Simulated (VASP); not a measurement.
# WC (NiAs type) (P6_3/mmc) in VASP: notebook, part 2 of 2

VASP 6.6.1. Earlier steps stand in the parts before.

## 6. Single point, PBE (volume scaled by 0.72)

INCAR reads:

```
PREC     = Accurate       # precision mode
ENCUT    = 520            # plane-wave cutoff, eV
EDIFF    = 1E-7           # SCF threshold, eV
ISMEAR   = -1             # smearing method
SIGMA    = 0.05           # smearing width, eV
LREAL    = F              # projectors in reciprocal space
LASPH    = T              # aspherical terms in the spheres
NELM     = 100            # most SCF steps
ALGO     = Normal         # electronic algorithm
ISIF     = 2              # what is computed and relaxed
LWAVE    = F              # write WAVECAR
LCHARG   = F              # write CHGCAR
GGA      = PE             # functional
NBANDS   = 26             # bands
```

KPOINTS reads:

```
regular mesh
0
Gamma
  10 10 6
```

POSCAR reads:

```
WC
1.0
    2.5822465935      0.0000000000      0.0000000000
   -1.2911232968      2.2362911488      0.0000000000
    0.0000000000      0.0000000000      5.2865349846
W C
2 2
Direct
    0.0000000000      0.0000000000      0.0000000000
    0.0000000000      0.0000000000      0.5000000000
    0.3333333333      0.6666666667      0.2500000000
    0.6666666667      0.3333333333      0.7500000000
```

Potentials or basis: VASP PAW PBE potentials, release 64 (W_sv, C).

Launch:

```sh
$ cat potpaw_PBE.64/W_sv/POTCAR potpaw_PBE.64/C/POTCAR > POTCAR
$ mpirun -np 1 vasp_std > vasp.out
```

OUTCAR:

```text
PREC = Accurate
   ENCUT = 520
   EDIFF = 1E-7
   ISMEAR = -1
   LREAL = F
   LASPH = T
   NELM = 100
   ISIF = 2
   GGA = PE

 ion  position               nearest neighbor table
   1  0.000  0.000  0.000-   3 1.99   4 1.99   4 1.99   3 1.99   4 1.99   3 1.99   2 2.64   2 2.64

   2  0.000  0.000  0.500-   3 1.99   4 1.99   4 1.99   3 1.99   4 1.99   3 1.99   1 2.64   1 2.64

   3  0.333  0.667  0.250-   1 1.99   2 1.99   1 1.99   2 1.99   1 1.99   2 1.99
   4  0.667  0.333  0.750-   1 1.99   2 1.99   1 1.99   2 1.99   1 1.99   2 1.99

  LATTYP: Found a hexagonal cell.
[... 891 lines left out ...]

 [... further k-points ...]
[... 5 lines left out ...]
  --------------------------------------------------------------------------------------
  -------------------------------------------------------------------------------------
  Total       47.4266552     47.4266552     47.3413877     -0.0000000     -0.0000000      0.0000000
  in kB     2489.0631241   2489.0631241   2484.5880819     -0.0000001     -0.0000000      0.0000000
  external PRESSURE =    2487.5714434 kB  Pullay stress =       0.0000000 kB

 VOLUME and BASIS-vectors are now :
 -----------------------------------------------------------------------------
  energy-cutoff  :      520.00
  volume of cell :       30.53
      direct lattice vectors                 reciprocal lattice vectors
     2.582246593  0.000000000  0.000000000     0.387259684  0.223584483  0.000000000
    -1.291123297  2.236291149  0.000000000     0.000000000  0.447168966  0.000000000
     0.000000000  0.000000000  5.286534985     0.000000000  0.000000000  0.189159819

 POSITION                                       TOTAL-FORCE (eV/Angst)
 -----------------------------------------------------------------------------------
      0.00000      0.00000      0.00000         0.000000      0.000000     -0.000000
      0.00000      0.00000      2.64327        -0.000000      0.000000     -0.000000
     -0.00000      1.49086      1.32163        -0.000000     -0.000000     -0.000000
      1.29112      0.74543      3.96490         0.000000      0.000000      0.000000
 -----------------------------------------------------------------------------------
    total drift:                               -0.000000      0.000000      0.000000

  FREE ENERGIE OF THE ION-ELECTRON SYSTEM (eV)
  ---------------------------------------------------
  free  energy   TOTEN  =       -37.1019057312 eV

  energy  without entropy=      -37.0966065580  energy(sigma->0) =      -37.09925614
```

OSZICAR:

```text
N       E                     dE             d eps       ncg     rms          rms(c)
DAV:   1     0.352041146169E+03    0.35204E+03   -0.19242E+04  2952   0.165E+03
DAV:   2    -0.256738099975E+02   -0.37771E+03   -0.36659E+03  3180   0.483E+02
DAV:   3    -0.433947095455E+02   -0.17721E+02   -0.17391E+02  3450   0.100E+02
DAV:   4    -0.435960331499E+02   -0.20132E+00   -0.20097E+00  3360   0.107E+01
DAV:   5    -0.435973813224E+02   -0.13482E-02   -0.13479E-02  3436   0.960E-01    0.828E+01
DAV:   6    -0.373101703871E+02    0.62872E+01   -0.17910E+01  3060   0.324E+01    0.300E+01
DAV:   7    -0.371513261784E+02    0.15884E+00   -0.77322E-01  3154   0.638E+00    0.149E+01
DAV:   8    -0.371037067518E+02    0.47619E-01   -0.26217E-02  3396   0.128E+00    0.197E+00
DAV:   9    -0.371019646199E+02    0.17421E-02   -0.33744E-03  3240   0.466E-01    0.294E-01
DAV:  10    -0.371019069016E+02    0.57718E-04   -0.44895E-04  3318   0.128E-01    0.806E-02
DAV:  11    -0.371019053287E+02    0.15729E-05   -0.10353E-05  3206   0.249E-02    0.132E-02
DAV:  12    -0.371019062667E+02   -0.93793E-06   -0.28316E-06  3338   0.133E-02    0.110E-02
DAV:  13    -0.371019057950E+02    0.47163E-06   -0.18550E-07  2496   0.321E-03    0.764E-04
DAV:  14    -0.371019057312E+02    0.63818E-07   -0.12786E-08  1562   0.961E-04
   1 F= -.37101906E+02 E0= -.37099256E+02  d E =-.529917E-02
```

stdout:

```text
POSCAR found type information on POSCAR W C
 POSCAR found :  2 types and       4 ions
 scaLAPACK will be used
 LDA part: xc-table for (Slater+PW92), standard interpolation
 POSCAR, INCAR and KPOINTS ok, starting setup
 FFT: planning ... GRIDC
 FFT: planning ... GRID_SOFT
 FFT: planning ... GRID
 WAVECAR not read
 entering main loop
```

Wall time 17 s (1 thread of Intel Xeon 6975P-C (Granite Rapids), shared host); peak memory 0.16 GiB.

Results:

- Free energy: -37.1019 eV
- Pressure: 248.8 GPa
- Band gap on the k mesh: zero (band 18 reaches 16.77 eV, above the bottom of band 19 at 15.79 eV)

Stress tensor (GPa, compression positive):
```
248.91   0.00   0.00
  0.00 248.91   0.00
  0.00   0.00 248.46
```

Levels at points of the mesh, in eV from the Fermi level:
```
           k point  band 15  band 16  band 17  band 18  band 19  band 20  band 21  band 22
(0.00, 0.00, 0.00)    -1.24    -1.24    -1.06     0.16     0.16     1.34     1.34     4.45
(0.50, 0.00, 0.00)    -4.34    -3.47    -1.58     0.02     3.09     6.62     7.27     7.43
(0.00, 0.00, 0.50)    -3.77    -3.77     0.27     0.27     1.33     1.33     1.33     1.33
(0.50, 0.00, 0.50)    -3.90    -3.90    -2.12    -2.12     6.06     6.06     6.87     6.87
```

Caveat: spin-orbit coupling is left out, which moves the levels of the heavy elements.
